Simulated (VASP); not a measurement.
# Mo16H in VASP: single point with PBE

Aim: the single point of Mo16H with PBE.

Everything below comes from runs of VASP 6.6.1. Logs are shortened: lines on timing, memory, paths and dates and some standing lists are left out, and cuts for length are marked.

## 1. The cell of the first run

The cell holds a slab with vacuum, 17 atoms: a = 6.321 Å, b = 6.321 Å, c = 20.088 Å, α = 90.00°, β = 90.00°, γ = 90.00°.

## 2. Single point, PBE

File INCAR:

```
SYSTEM = Mo16H
PREC = Accurate ; ENCUT = 520
EDIFF = 1E-6 ; ISMEAR = 0
SIGMA = 0.1 ; LREAL = Auto
LASPH = .True. ; NELM = 60
ALGO = Normal ; ISIF = 2
LWAVE = .False. ; LCHARG = .True.
LDIPOL = .True. ; IDIPOL = 3
DIPOL = 0.5 0.5 0.328 ; GGA = PE
LELF = .True. ; LVHAR = .True.
LVACPOTAV = .True. ; NBANDS = 126
```

File KPOINTS:

```
regular mesh
0
Gamma
  4 4 1
  0 0 0
```

File POSCAR:

```
Mo16H
1.0
    6.3209357483      0.0000000000      0.0000000000
    0.0000000000      6.3209357483      0.0000000000
    0.0000000000      0.0000000000     20.0883894453
Mo H
16 1
Direct
    0.2500000000      0.2500000000      0.1991199947
    0.2500000000      0.7500000000      0.1991199947
    0.7500000000      0.2500000000      0.1991199947
    0.7500000000      0.7500000000      0.1991199947
    0.0000000000      0.0000000000      0.2777840379
    0.0000000000      0.5000000000      0.2777840379
    0.5000000000      0.0000000000      0.2777840379
    0.5000000000      0.5000000000      0.2777840379
    0.2500000000      0.2500000000      0.3589730499
    0.2500000000      0.7500000000      0.3589730499
    0.7500000000      0.2500000000      0.3589730499
    0.7500000000      0.7500000000      0.3589730499
    0.0000000000      0.0000000000      0.4275300152
    0.0000000000      0.5000000000      0.4275300152
    0.5000000000      0.0000000000      0.4275300152
    0.5000000000      0.5000000000      0.4275300152
    0.0000000000      0.0000000000      0.5163883124
```

Potentials or basis: VASP PAW PBE potentials, release 64 (Mo_sv, H).

Started as:

```console
$ cat potpaw_PBE.64/Mo_sv/POTCAR potpaw_PBE.64/H/POTCAR > POTCAR
$ mpirun -np 1 vasp_std > vasp.out
```

OUTCAR:

```text
SYSTEM = Mo16H
   PREC = Accurate
   ENCUT = 520
   EDIFF = 1E-6
   ISMEAR = 0
   LREAL = Auto
   LASPH = .True.
   NELM = 60
   ISIF = 2
   GGA = PE

 ion  position               nearest neighbor table
   1  0.250  0.250  0.199-   5 2.74   6 2.74   7 2.74   8 2.74   2 3.16   3 3.16   2 3.16   3 3.16
                             9 3.21
   2  0.250  0.750  0.199-   5 2.74   6 2.74   7 2.74   8 2.74   1 3.16   4 3.16   1 3.16   4 3.16
                            10 3.21
   3  0.750  0.250  0.199-   5 2.74   6 2.74   7 2.74   8 2.74   1 3.16   4 3.16   4 3.16   1 3.16
                            11 3.21
   4  0.750  0.750  0.199-   5 2.74   6 2.74   7 2.74   8 2.74   2 3.16   3 3.16   3 3.16   2 3.16
                            12 3.21
   5  0.000  0.000  0.278-   1 2.74   2 2.74   3 2.74   4 2.74   9 2.77  10 2.77  11 2.77  12 2.77
                            13 3.01   7 3.16   6 3.16   6 3.16   7 3.16
   6  0.000  0.500  0.278-   1 2.74   2 2.74   3 2.74   4 2.74   9 2.77  10 2.77  11 2.77  12 2.77
                            14 3.01   8 3.16   5 3.16   5 3.16   8 3.16
   7  0.500  0.000  0.278-   1 2.74   2 2.74   3 2.74   4 2.74   9 2.77  10 2.77  11 2.77  12 2.77
                            15 3.01   8 3.16   5 3.16   8 3.16   5 3.16
   8  0.500  0.500  0.278-   1 2.74   2 2.74   3 2.74   4 2.74   9 2.77  10 2.77  11 2.77  12 2.77
                            16 3.01   7 3.16   6 3.16   7 3.16   6 3.16
   9  0.250  0.250  0.359-  13 2.63  14 2.63  15 2.63  16 2.63   5 2.77   6 2.77   7 2.77   8 2.77
                            10 3.16  11 3.16  10 3.16  11 3.16   1 3.21
  10  0.250  0.750  0.359-  13 2.63  14 2.63  15 2.63  16 2.63   5 2.77   6 2.77   7 2.77   8 2.77
                             9 3.16  12 3.16   9 3.16  12 3.16   2 3.21
  11  0.750  0.250  0.359-  13 2.63  14 2.63  15 2.63  16 2.63   5 2.77   6 2.77   7 2.77   8 2.77
                             9 3.16  12 3.16  12 3.16   9 3.16   3 3.21
  12  0.750  0.750  0.359-  13 2.63  14 2.63  15 2.63  16 2.63   5 2.77   6 2.77   7 2.77   8 2.77
                            10 3.16  11 3.16  11 3.16  10 3.16   4 3.21
  13  0.000  0.000  0.428-  17 1.79  10 2.63  11 2.63  12 2.63   9 2.63   5 3.01  15 3.16  14 3.16
                            14 3.16  15 3.16
  14  0.000  0.500  0.428-   9 2.63  10 2.63  11 2.63  12 2.63   6 3.01  13 3.16  16 3.16  13 3.16
                            16 3.16
  15  0.500  0.000  0.428-   9 2.63  10 2.63  11 2.63  12 2.63   7 3.01  13 3.16  16 3.16  16 3.16
                            13 3.16
  16  0.500  0.500  0.428-   9 2.63  10 2.63  11 2.63  12 2.63   8 3.01  14 3.16  15 3.16  15 3.16
                            14 3.16
  17  0.000  0.000  0.516-  13 1.79

  LATTYP: Found a simple tetragonal cell.
 ALAT       =     6.3209357483
 C/A-ratio  =     3.1780720838

  Lattice vectors:

 A1 = (   6.3209357483,   0.0000000000,   0.0000000000)
 A2 = (   0.0000000000,   6.3209357483,   0.0000000000)
 A3 = (   0.0000000000,   0.0000000000,  20.0883894453)

Analysis of symmetry for initial positions (statically):
=====================================================================
 Subroutine PRICEL returns:
 Original cell was already a primitive cell.

 Routine SETGRP: Setting up the symmetry group for a
 simple tetragonal supercell.

 Subroutine GETGRP returns: Found  8 space group operations
 (whereof  8 operations were pure point group operations)
 out of a pool of 16 trial point group operations.

The static configuration has the point symmetry C_4v.

Analysis of symmetry for dynamics (positions and initial velocities):
=====================================================================
 Subroutine PRICEL returns:
 Original cell was already a primitive cell.

 Routine SETGRP: Setting up the symmetry group for a
 simple tetragonal supercell.

 Subroutine GETGRP returns: Found  8 space group operations
 (whereof  8 operations were pure point group operations)
 out of a pool of 16 trial point group operations.

The dynamic configuration has the point symmetry C_4v.

 Subroutine INISYM returns: Found  8 space group operations
 (whereof  8 operations are pure point group operations),
 and found     1 'primitive' translations

----------------------------------------------------------------------------------------

                                     Primitive cell

  volume of cell :     802.6161

  direct lattice vectors                    reciprocal lattice vectors
[... 57 lines left out ...]
     0.039551106  0.000000000  0.000000000     0.250000000  0.000000000  0.000000000
     0.000000000  0.039551106  0.000000000     0.000000000  0.250000000  0.000000000
     0.000000000  0.000000000  0.049779999     0.000000000  0.000000000  1.000000000

  Length of vectors
     0.039551106  0.039551106  0.049779999

  Shift w.r.t. Gamma in fractional coordinates (k-lattice)
     0.000000000  0.000000000  0.000000000

 Subroutine IBZKPT returns following result:
 ===========================================

 Found      6 irreducible k-points:

 Following reciprocal coordinates:
            Coordinates               Weight
  0.000000  0.000000  0.000000      1.000000
  0.250000  0.000000  0.000000      4.000000
  0.500000  0.000000  0.000000      2.000000
  0.250000  0.250000  0.000000      4.000000
  0.500000  0.250000  0.000000      4.000000
  0.500000  0.500000  0.000000      1.000000
   k-points           NKPTS =      6   k-points in BZ     NKDIM =      6   number of bands    NBANDS=    126
   number of dos      NEDOS =    301   number of ions     NIONS =     17
   total plane-waves  NPLWV = 345600
   dimension x,y,z NGX =    48 NGY =   48 NGZ =  150
   dimension x,y,z NGXF=    96 NGYF=   96 NGZF=  300
   ions per type =              16   1
   NGX,Y,Z   is equivalent  to a cutoff of  12.62, 12.62, 12.41 a.u.
   NGXF,Y,Z  is equivalent  to a cutoff of  25.25, 25.25, 24.83 a.u.
 SYSTEM =  Mo16H
   PREC   = accura    normal or accurate (medium, high low for compatibility)
   ISTART =      0    job   : 0-new  1-cont  2-samecut
   ICHARG =      2    charge: 1-file 2-atom 10-const
   ISPIN  =      1    spin polarized calculation?
   LNONCOLLINEAR =      F non collinear calculations
   LSORBIT =      F    spin-orbit coupling
   LASPH  =      T    aspherical Exc in radial PAW
   ENCUT  =  520.0 eV  38.22 Ry    6.18 a.u.  11.75 11.75 37.35*2*pi/ulx,y,z
   NELM   =     60;   NELMIN=  2; NELMDL= -5     # of ELM steps
   EDIFF  = 0.1E-05   stopping-criterion for ELM
   LREAL  =      T    real-space projection
   EDIFFG = 0.1E-04   stopping-criterion for IOM
   NSW    =      0    number of steps for IOM
   IBRION =     -1    ionic relax: 0-MD 1-quasi-New 2-CG
   NFREE  =      0    steps in history (QN), initial steepest desc. (CG)
   ISIF   =      2    stress and relaxation
   ISYM   =      2    0-nonsym 1-usesym 2-fastsym
   POTIM  = 0.5000    time-step for ionic-motion
   TEBEG  =    0.0;   TEEND  =   0.0 temperature during run
   PSTRESS=    0.0 pullay stress
   NELECT =     225.0000    total number of electrons
   NUPDOWN=      -1.0000    fix difference up-down
   EMIN   =  10.00;   EMAX   =-10.00  energy-range for DOS
   EFERMI =   0.00;   METHOD = LEGACY
   ISMEAR =     0;   SIGMA  =   0.10  broadening in eV -4-tet -1-fermi 0-gaus
   EFERMI_NEDOS =   21; number of points for ismear=-14 and -15
   IALGO  =     38    algorithm
   IMIX   =      4    mixing-type and parameters
     AMIX     =   0.40;   BMIX     =  1.00
     AMIX_MAG =   1.60;   BMIX_MAG =  1.00
  volume/ion in A,a.u.               =      47.21       318.61
  Fermi-wavevector in a.u.,A,eV,Ry     =   1.071436  2.024721 15.619160  1.147976
  Thomas-Fermi vector in A             =   2.207177
   LORBIT       =      0    0 simple, 1 ext, 2 COOP (PROOUT), +10 PAW based schemes
   GGA     = PE    functional components
   LHFCALC =     F    Hartree Fock is set to
   AEXX    =    0.0000 exact exchange contribution
   IVDW    =     0    specifies the selected vdW correction
   LEPSILON=     F    determine dielectric tensor
   LRPA    =     F    only Hartree local field effects (RPA)
 non-spin polarized calculation
 Gauss-broadening in eV      SIGMA  =   0.10
  energy-cutoff  :      520.00
  volume of cell :      802.62
 maximum number of plane-waves:     21671
 NGX is ok and might be reduce to    48
   NGX = 23   NGY = 23   NGZ = 75

 dipolmoment           0.000000      0.000000     -0.085285 electrons x Angstroem

 number of electron     225.0000018 magnetization

 dipolmoment           0.000000      0.000000      0.159918 electrons x Angstroem

 Free energy of the ion-electron system (eV)
  ---------------------------------------------------
  ext. energy  EPLUGINS =         0.00000000
  ---------------------------------------------------
  free energy    TOTEN  =      -161.62407273 eV

  energy without entropy =     -161.52009085  energy(sigma->0) =     -161.57208179

 E-fermi :   1.0548     XC(G=0):  -5.3525

 val. band max:        1.0521799617   @ k =   0.0000   0.0000   0.0000
 cond. band min:       1.0582671491   @ k =   0.2500   0.0000   0.0000
 fundamental gap:      0.0060871874
 Fermi energy:         1.0548472081

 k-point     1 :       0.0000    0.0000    0.0000
  band No.  band energies     occupation
      1     -59.8374      2.00000
      2     -59.7045      2.00000
      3     -59.6882      2.00000
      4     -59.6773      2.00000
      5     -59.6611      2.00000
      6     -59.6333      2.00000
[... 751 lines left out ...]
    123       2.1417      0.00000
    124       2.1417      0.00000
 [bands above 124 left out]

------------------------ aborting loop because EDIFF is reached ----------------------------------------

  FORCE on cell =-STRESS in cart. coord.  units (eV):
  Direction    XX          YY          ZZ          XY          YZ          ZX
  --------------------------------------------------------------------------------------
  -------------------------------------------------------------------------------------
  Total      -20.9895166    -20.9895166     -8.4823044      0.0000000      0.0000000      0.0000000
  in kB      -41.8991438    -41.8991438    -16.9323238      0.0000000      0.0000000      0.0000000
  external PRESSURE =     -33.5768705 kB  Pullay stress =       0.0000000 kB

 VOLUME and BASIS-vectors are now :
 -----------------------------------------------------------------------------
  energy-cutoff  :      520.00
  volume of cell :      802.62
      direct lattice vectors                 reciprocal lattice vectors
     6.320935748  0.000000000  0.000000000     0.158204424  0.000000000  0.000000000
     0.000000000  6.320935748  0.000000000     0.000000000  0.158204424  0.000000000
     0.000000000  0.000000000 20.088389445     0.000000000  0.000000000  0.049779999

 POSITION                                       TOTAL-FORCE (eV/Angst)
 -----------------------------------------------------------------------------------
      1.58023      1.58023      4.00000         0.001794      0.001794      1.740258
      1.58023      4.74070      4.00000         0.001794     -0.001794      1.740258
      4.74070      1.58023      4.00000        -0.001794      0.001794      1.740258
      4.74070      4.74070      4.00000        -0.001794     -0.001794      1.740258
      0.00000      0.00000      5.58023         0.000000     -0.000000     -2.221562
      0.00000      3.16047      5.58023         0.000000      0.000000     -1.768889
[... 9 lines left out ...]
      3.16047      3.16047      8.58839         0.000000     -0.000000      0.194384
      0.00000      0.00000     10.37341         0.000000      0.000000      0.004696
 -----------------------------------------------------------------------------------
    total drift:                                0.000000     -0.000000     -0.001839

  FREE ENERGIE OF THE ION-ELECTRON SYSTEM (eV)
  ---------------------------------------------------
  free  energy   TOTEN  =      -161.6240727303 eV

  energy  without entropy=     -161.5200908544  energy(sigma->0) =     -161.57208179

 vacuum level on the upper side and lower side of the slab         5.620         4.896
```

Run time: 58 min. Hardware: 1 thread of Intel Xeon 8259CL, shared host; peak memory 0.91 GiB.

Results:

* Free energy: -161.6241 eV
* Largest force: 2.222 eV/Å
* Band gap on the k mesh: zero (an odd number of electrons rules out a gap without spin polarisation)

Forces on the atoms (eV/Å):
```
Mo   0.002  0.002  1.740
Mo   0.002 -0.002  1.740
Mo  -0.002  0.002  1.740
Mo  -0.002 -0.002  1.740
Mo   0.000  0.000 -2.222
Mo   0.000  0.000 -1.769
Mo   0.000  0.000 -1.769
Mo   0.000  0.000 -1.724
Mo   0.034  0.034 -0.191
Mo   0.034 -0.034 -0.191
Mo  -0.034  0.034 -0.191
Mo  -0.034 -0.034 -0.191
Mo   0.000  0.000  0.807
Mo   0.000  0.000  0.140
Mo   0.000  0.000  0.140
Mo   0.000  0.000  0.194
H    0.000  0.000  0.005
```

Levels at points of the mesh, in eV from the Fermi level:
```csv
k point,band 110,band 111,band 112,band 113,band 114,band 115,band 116,band 117
"(0.00, 0.00, 0.00)",-0.15,-0.15,0.00,0.52,0.53,0.66,1.00,1.00
"(0.50, 0.00, 0.00)",-0.20,-0.14,-0.12,-0.08,-0.07,-0.07,0.76,0.77
"(0.50, 0.50, 0.00)",-0.20,-0.14,-0.14,-0.14,-0.07,-0.05,-0.05,-0.05
```
